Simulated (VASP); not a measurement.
# Te2Pb5Se3 (I4/mmm) in VASP: single point with PBE

Aim: the single point of Te2Pb5Se3 with PBE.

All numbers are computed with VASP 6.6.1; they aren't measurements. Logs are shortened: lines on timing, memory, paths and dates and some standing lists are left out, and cuts for length are marked.

## Step 1: The cell of the first run

It takes space group I4/mmm (No. 139, tetragonal). Conventional cell: a = 4.510 Å, b = 4.510 Å, c = 31.752 Å, α = 90.00°, β = 90.00°, γ = 90.00°. Te (site symmetry 4mm) has 6 Pb at 3.19 to 3.32 Å within 4.2 Å. Within 4.1 Å of Pb (site symmetry 4mm) lie 1 Se at 3.10 Å and 5 Te at 3.19 to 3.32 Å. Pb (site symmetry 4mm) has 5 Se at 3.08 to 3.19 Å and 1 Te at 3.27 Å within 4.1 Å. Pb (site symmetry 4/mmm) has 6 Se at 3.10 to 3.19 Å within 4.1 Å. Se (site symmetry 4mm) has 6 Pb at 3.10 to 3.19 Å within 4.1 Å. Se (site symmetry 4/mmm) has 6 Pb at 3.08 to 3.19 Å within 4.1 Å.

## Step 2: Single point, PBE

INCAR reads:

```
ALGO = Normal
EDIFF = 1E-6
ENCUT = 520
GGA = PE
ISIF = 2
ISMEAR = 0
KPAR = 4
LASPH = True
LCHARG = False
LREAL = False
LWAVE = False
NBANDS = 61
NELM = 60
PREC = Accurate
SIGMA = 0.1
```

KPOINTS reads:

```
k-points
0
Gamma
  6 6 6
```

POSCAR reads:

```
Te2Pb5Se3
1.0
   -2.2549798000      2.2549798000     15.8759389000
    2.2549798000     -2.2549798000     15.8759389000
    2.2549798000      2.2549798000    -15.8759389000
Te Pb Se
2 5 3
Direct
    0.8000950000      0.8000950000      0.0000000000
    0.1999050000      0.1999050000      0.0000000000
    0.6953820000      0.6953820000      0.0000000000
    0.3046180000      0.3046180000      0.0000000000
    0.9030710000      0.9030710000      0.0000000000
    0.5000000000      0.5000000000      0.0000000000
    0.0969290000      0.0969290000      0.0000000000
    0.4023770000      0.4023770000      0.0000000000
    0.0000000000      0.0000000000      0.0000000000
    0.5976230000      0.5976230000      0.0000000000
```

Potentials or basis: VASP PAW PBE potentials, release 64 (Te, Pb_d, Se).

On the command line:

```console
> cat potpaw_PBE.64/Te/POTCAR potpaw_PBE.64/Pb_d/POTCAR potpaw_PBE.64/Se/POTCAR > POTCAR
> mpirun -np 4 vasp_std > vasp.out
```

OUTCAR:

```text
EDIFF = 1E-6
   ENCUT = 520
   GGA = PE
   ISIF = 2
   ISMEAR = 0
   LASPH = True
   LREAL = False
   NELM = 60
   PREC = Accurate

 ion  position               nearest neighbor table
   1  0.800  0.800  0.000-   4 3.19   4 3.19   4 3.19   4 3.19   5 3.27   3 3.32
   2  0.200  0.200  0.000-   3 3.19   3 3.19   3 3.19   3 3.19   7 3.27   4 3.32
   3  0.695  0.695  0.000-  10 3.10   2 3.19   2 3.19   2 3.19   2 3.19   1 3.32
   4  0.305  0.305  0.000-   8 3.10   1 3.19   1 3.19   1 3.19   1 3.19   2 3.32
   5  0.903  0.903  0.000-   9 3.08   8 3.19   8 3.19   8 3.19   8 3.19   1 3.27
   6  0.500  0.500  0.000-   8 3.10  10 3.10   9 3.19   9 3.19   9 3.19   9 3.19
   7  0.097  0.097  0.000-   9 3.08  10 3.19  10 3.19  10 3.19  10 3.19   2 3.27
   8  0.402  0.402  0.000-   6 3.10   4 3.10   5 3.19   5 3.19   5 3.19   5 3.19
   9  0.000  0.000  0.000-   5 3.08   7 3.08   6 3.19   6 3.19   6 3.19   6 3.19
  10  0.598  0.598  0.000-   6 3.10   3 3.10   7 3.19   7 3.19   7 3.19   7 3.19

  LATTYP: Found a body centered tetragonal cell.
 ALAT       =     4.5099596000
 C/A-ratio  =     7.0403907388

  Lattice vectors:

 A1 = (  -2.2549798000,   2.2549798000,  15.8759389000)
 A2 = (   2.2549798000,  -2.2549798000,  15.8759389000)
 A3 = (   2.2549798000,   2.2549798000, -15.8759389000)

Analysis of symmetry for initial positions (statically):
=====================================================================
 Subroutine PRICEL returns:
 Original cell was already a primitive cell.

 Routine SETGRP: Setting up the symmetry group for a
 body centered tetragonal supercell.

 Subroutine GETGRP returns: Found 16 space group operations
 (whereof 16 operations were pure point group operations)
 out of a pool of 16 trial point group operations.

The static configuration has the point symmetry D_4h.

Analysis of symmetry for dynamics (positions and initial velocities):
=====================================================================
 Subroutine PRICEL returns:
 Original cell was already a primitive cell.

 Routine SETGRP: Setting up the symmetry group for a
 body centered tetragonal supercell.

 Subroutine GETGRP returns: Found 16 space group operations
 (whereof 16 operations were pure point group operations)
 out of a pool of 16 trial point group operations.

The dynamic configuration has the point symmetry D_4h.

 Subroutine INISYM returns: Found 16 space group operations
 (whereof 16 operations are pure point group operations),
 and found     1 'primitive' translations

----------------------------------------------------------------------------------------

                                     Primitive cell

  volume of cell :     322.9124

  direct lattice vectors                    reciprocal lattice vectors
    -2.254979800  2.254979800 15.875938900     0.000000000  0.221731476  0.031494200
     2.254979800 -2.254979800 15.875938900     0.221731476  0.000000000  0.031494200
     2.254979800  2.254979800-15.875938900     0.221731476  0.221731476  0.000000000

  length of vectors
    16.193063446 16.193063446 16.193063446     0.223956987  0.223956987  0.313575661

  position of ions in fractional coordinates (direct lattice)
     0.800095000  0.800095000  0.000000000
     0.199905000  0.199905000  0.000000000
     0.695382000  0.695382000  0.000000000
     0.304618000  0.304618000  0.000000000
     0.903071000  0.903071000  0.000000000
     0.500000000  0.500000000  0.000000000
     0.096929000  0.096929000  0.000000000
     0.402377000  0.402377000  0.000000000
     0.000000000  0.000000000  0.000000000
     0.597623000  0.597623000  0.000000000

  ion indices of the primitive-cell ions
   primitive index   ion index
                 1           1
                 2           2
                 3           3
                 4           4
                 5           5
                 6           6
                 7           7
                 8           8
                 9           9
                10          10

----------------------------------------------------------------------------------------

 KPOINTS: k-points

Automatic generation of k-mesh.
 Grid dimensions read from file:
 generate k-points for:    6    6    6

 Generating k-lattice:

  Cartesian coordinates                     Fractional coordinates (reciprocal lattice)
     0.000000000  0.036955246  0.005249033     0.166666667  0.000000000  0.000000000
     0.036955246  0.000000000  0.005249033     0.000000000  0.166666667  0.000000000
     0.036955246  0.036955246  0.000000000     0.000000000  0.000000000  0.166666667

  Length of vectors
     0.037326165  0.037326165  0.052262610

  Shift w.r.t. Gamma in fractional coordinates (k-lattice)
     0.000000000  0.000000000  0.000000000

 Subroutine IBZKPT returns following result:
 ===========================================

 Found     30 irreducible k-points:

 Following reciprocal coordinates:
            Coordinates               Weight
  0.000000  0.000000  0.000000      1.000000
  0.166667  0.000000  0.000000      8.000000
  0.333333 -0.000000  0.000000      8.000000
  0.500000 -0.000000  0.000000      4.000000
  0.166667  0.166667  0.000000      8.000000
  0.333333  0.166667  0.000000     16.000000
[... 16 lines left out ...]
 -0.333333 -0.333333  0.166667      8.000000
 -0.166667 -0.333333  0.166667      8.000000
 [... further k-points ...]
   k-points           NKPTS =     30   k-points in BZ     NKDIM =     30   number of bands    NBANDS=     61
   number of dos      NEDOS =    301   number of ions     NIONS =     10
   total plane-waves  NPLWV = ******
   dimension x,y,z NGX =   120 NGY =  120 NGZ =  120
   dimension x,y,z NGXF=   240 NGYF=  240 NGZF=  240
   ions per type =               2   5   3
   NGX,Y,Z   is equivalent  to a cutoff of  12.32, 12.32, 12.32 a.u.
   NGXF,Y,Z  is equivalent  to a cutoff of  24.64, 24.64, 24.64 a.u.
 SYSTEM =  unknown system
   PREC   = accura    normal or accurate (medium, high low for compatibility)
   ISTART =      0    job   : 0-new  1-cont  2-samecut
   ICHARG =      2    charge: 1-file 2-atom 10-const
   ISPIN  =      1    spin polarized calculation?
   LNONCOLLINEAR =      F non collinear calculations
   LSORBIT =      F    spin-orbit coupling
   LASPH  =      T    aspherical Exc in radial PAW
   ENCUT  =  520.0 eV  38.22 Ry    6.18 a.u.  30.11 30.11 30.11*2*pi/ulx,y,z
   NELM   =     60;   NELMIN=  2; NELMDL= -5     # of ELM steps
   EDIFF  = 0.1E-05   stopping-criterion for ELM
   LREAL  =      F    real-space projection
   EDIFFG = 0.1E-04   stopping-criterion for IOM
   NSW    =      0    number of steps for IOM
   IBRION =     -1    ionic relax: 0-MD 1-quasi-New 2-CG
   NFREE  =      0    steps in history (QN), initial steepest desc. (CG)
   ISIF   =      2    stress and relaxation
   ISYM   =      2    0-nonsym 1-usesym 2-fastsym
   POTIM  = 0.5000    time-step for ionic-motion
   TEBEG  =    0.0;   TEEND  =   0.0 temperature during run
   PSTRESS=    0.0 pullay stress
   NELECT =     100.0000    total number of electrons
   NUPDOWN=      -1.0000    fix difference up-down
   EMIN   =  10.00;   EMAX   =-10.00  energy-range for DOS
   EFERMI =   0.00;   METHOD = LEGACY
   ISMEAR =     0;   SIGMA  =   0.10  broadening in eV -4-tet -1-fermi 0-gaus
   EFERMI_NEDOS =   21; number of points for ismear=-14 and -15
   IALGO  =     38    algorithm
   IMIX   =      4    mixing-type and parameters
     AMIX     =   0.40;   BMIX     =  1.00
     AMIX_MAG =   1.60;   BMIX_MAG =  1.00
  volume/ion in A,a.u.               =      32.29       217.91
  Fermi-wavevector in a.u.,A,eV,Ry     =   1.107592  2.093046 16.691092  1.226761
  Thomas-Fermi vector in A             =   2.244109
   LORBIT       =      0    0 simple, 1 ext, 2 COOP (PROOUT), +10 PAW based schemes
   GGA     = PE    functional components
   LHFCALC =     F    Hartree Fock is set to
   AEXX    =    0.0000 exact exchange contribution
   IVDW    =     0    specifies the selected vdW correction
   LEPSILON=     F    determine dielectric tensor
   LRPA    =     F    only Hartree local field effects (RPA)
 non-spin polarized calculation
 Gauss-broadening in eV      SIGMA  =   0.10
  energy-cutoff  :      520.00
  volume of cell :      322.91
 maximum number of plane-waves:      8735
   NGX = 61   NGY = 61   NGZ = 61

 number of electron     100.0000000 magnetization

 number of electron      99.9999999 magnetization

 Free energy of the ion-electron system (eV)
  ---------------------------------------------------
  ext. energy  EPLUGINS =         0.00000000
  ---------------------------------------------------
  free energy    TOTEN  =       -39.44790678 eV

  energy without entropy =      -39.44788421  energy(sigma->0) =      -39.44789550

 E-fermi :   4.9712     XC(G=0):  -9.1985

 val. band max:        4.7556971338   @ k =   0.5000  -0.0000   0.0000
 cond. band min:       5.1848846418   @ k =   0.5000  -0.0000   0.0000
 fundamental gap:      0.4291875081
 Fermi energy:         4.9712392044

 k-point     1 :       0.0000    0.0000    0.0000
  band No.  band energies     occupation
      1     -12.1872      2.00000
      2     -12.1681      2.00000
      3     -12.1487      2.00000
      4     -12.1354      2.00000
      5     -12.1354      2.00000
      6     -12.1311      2.00000
[... 53 lines left out ...]
     60       9.1828      0.00000
     61       9.1908      0.00000

 k-point     2 :       0.1667    0.0000    0.0000
  band No.  band energies     occupation
      1     -12.1798      2.00000
      2     -12.1639      2.00000
      3     -12.1525      2.00000
      4     -12.1370      2.00000
      5     -12.1356      2.00000
      6     -12.1271      2.00000
[... 1397 lines left out ...]
     60       8.6244      0.00000
     61       8.7157      0.00000

 k-point    24 :      -0.1667   -0.3333    0.1667
  band No.  band energies     occupation
      1     -12.1799      2.00000
      2     -12.1639      2.00000
      3     -12.1524      2.00000
      4     -12.1370      2.00000
      5     -12.1356      2.00000
      6     -12.1269      2.00000
[... 53 lines left out ...]
     60       8.6130      0.00000
     61       8.6472      0.00000

 [... further k-points ...]

------------------------ aborting loop because EDIFF is reached ----------------------------------------

  FORCE on cell =-STRESS in cart. coord.  units (eV):
  Direction    XX          YY          ZZ          XY          YZ          ZX
  --------------------------------------------------------------------------------------
  -------------------------------------------------------------------------------------
  Total       -0.1104391     -0.1104391     -0.0805349      0.0000000      0.0000000      0.0000000
  in kB       -0.5479598     -0.5479598     -0.3995857      0.0000000      0.0000000      0.0000000
  external PRESSURE =      -0.4985018 kB  Pullay stress =       0.0000000 kB

 VOLUME and BASIS-vectors are now :
 -----------------------------------------------------------------------------
  energy-cutoff  :      520.00
  volume of cell :      322.91
      direct lattice vectors                 reciprocal lattice vectors
    -2.254979800  2.254979800 15.875938900     0.000000000  0.221731476  0.031494200
     2.254979800 -2.254979800 15.875938900     0.221731476  0.000000000  0.031494200
     2.254979800  2.254979800-15.875938900     0.221731476  0.221731476  0.000000000

 POSITION                                       TOTAL-FORCE (eV/Angst)
 -----------------------------------------------------------------------------------
      0.00000      0.00000     25.40452        -0.000000     -0.000000      0.006721
      0.00000      0.00000      6.34736        -0.000000     -0.000000     -0.006721
      0.00000      0.00000     22.07968        -0.000000     -0.000000     -0.003243
      0.00000      0.00000      9.67219         0.000000      0.000000      0.003243
      0.00000      0.00000     28.67420         0.000000      0.000000      0.002605
      0.00000      0.00000     15.87594         0.000000      0.000000     -0.000000
      0.00000      0.00000      3.07768        -0.000000     -0.000000     -0.002605
      0.00000      0.00000     12.77623         0.000000      0.000000     -0.000680
      0.00000      0.00000      0.00000         0.000000      0.000000     -0.000000
      0.00000      0.00000     18.97565         0.000000      0.000000      0.000680
 -----------------------------------------------------------------------------------
    total drift:                               -0.000000     -0.000000      0.000000

  FREE ENERGIE OF THE ION-ELECTRON SYSTEM (eV)
  ---------------------------------------------------
  free  energy   TOTEN  =       -39.4479067828 eV

  energy  without entropy=      -39.4478842149  energy(sigma->0) =      -39.44789550
```

Run time: 40 min. Hardware: 4 MPI ranks of Intel Xeon Platinum 8259CL at 2.50GHz (Skylake/Cascade Lake), shared host; peak memory 2.9 GiB.

Results:

- Free energy: -39.4479 eV
- Pressure: 0.0 GPa
- Largest force: 0.007 eV/Å
- Band gap on the k mesh: 0.43 eV

Forces on the atoms (eV/Å):
```
Te   0.000  0.000  0.007
Te   0.000  0.000 -0.007
Pb   0.000  0.000 -0.003
Pb   0.000  0.000  0.003
Pb   0.000  0.000  0.003
Pb   0.000  0.000  0.000
Pb   0.000  0.000 -0.003
Se   0.000  0.000 -0.001
Se   0.000  0.000  0.000
Se   0.000  0.000  0.001
```

Caveat: spin-orbit coupling is left out, which moves the levels of the heavy elements.
